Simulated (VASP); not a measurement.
A run of VASP 6.6.1 is set up as follows.

The input INCAR:

```
SYSTEM = MoS2
  PREC = Accurate
  ENCUT = 520
  EDIFF = 1E-7
  ISMEAR = -1
  SIGMA = 0.05
  LREAL = .False.
  LASPH = .True.
  NELM = 100
  ALGO = Normal
  ISIF = 2
  LWAVE = .False.
  LCHARG = .False.
  GGA = CA
  NBANDS = 20
```

File KPOINTS:

```
Automatic mesh
0
Gamma
  10 10 10
  0 0 0
```

File POSCAR:

```
MoS2
1.0
    1.5904638811      0.9182547499      6.1907296638
   -1.5904638811      0.9182547499      6.1907296638
    0.0000000000     -1.8365094997      6.1907296638
Mo S
1 2
Direct
    0.0000000000      0.0000000000      0.0000000000
    0.4170000000      0.4170000000      0.4170000000
    0.2500000000      0.2500000000      0.2500000000
```

Potentials or basis: VASP PAW LDA potentials, release 64 (Mo_sv, S).

The run is started by

```bash
$ cat potpaw_LDA.64/Mo_sv/POTCAR potpaw_LDA.64/S/POTCAR > POTCAR
$ mpirun -np 1 vasp_std > vasp.out
```

(1) Estimate the band gap on the k mesh.

(2) What does it give for the pressure?

Results:

(1) 0.90 eV, indirect (least direct gap 1.91 eV).

(2) -5.2 GPa.
